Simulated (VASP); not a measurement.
Wanted: the native input for a VASP 6.6.1 run.

```yaml
Task: single point
Functional: PBE
Potentials_or_basis: VASP PAW PBE potentials, release 64 (Be, I)
Cutoff: 520 eV
k_mesh: 6 × 6 × 6
Occupations: gaussian, width 0.1 eV
Spin: no spin polarisation
Dipole_correction: no
Further_INCAR_settings: ALGO = Normal; EDIFF = 1e-06; NBANDS = 12
```

The structure of BeI lies in POSCAR:

```
BeI
1.0
    0.0000000000      3.0355654903      3.0355654903
    3.0355654903      0.0000000000      3.0355654903
    3.0355654903      3.0355654903      0.0000000000
Be I
1 1
Direct
    0.0000000000      0.0000000000      0.0000000000
    0.7500000000      0.7500000000      0.7500000000
```

These files were run (other wordings do the same):

INCAR

```
ALGO = Normal
EDIFF = 1E-6
ENCUT = 520
GGA = PE
ISIF = 2
ISMEAR = 0
LASPH = T
LCHARG = T
LELF = T
LREAL = F
LVHAR = T
LWAVE = F
NBANDS = 12
NELM = 80
PREC = Accurate
SIGMA = 0.1
```

KPOINTS

```
k-points
0
Gamma
  6 6 6
```

Potentials or basis: VASP PAW PBE potentials, release 64 (Be, I).

Launch:

```sh
$ cat potpaw_PBE.64/Be/POTCAR potpaw_PBE.64/I/POTCAR > POTCAR
$ mpirun -np 1 vasp_std > vasp.out
```

It gave:

The pressure is -0.3 GPa and the band gap on the k mesh is zero (an odd number of electrons rules out a gap without spin polarisation).

Caveat: spin-orbit coupling is left out, which moves the levels of the heavy elements; an odd number of electrons without spin polarisation forces a metal; a magnetic or distorted state may lie lower.

Run time: 6 s on 1 thread of Intel(R) Xeon(R) 6975P-C (Granite Rapids) (shared host), peak memory 0.17 GiB.
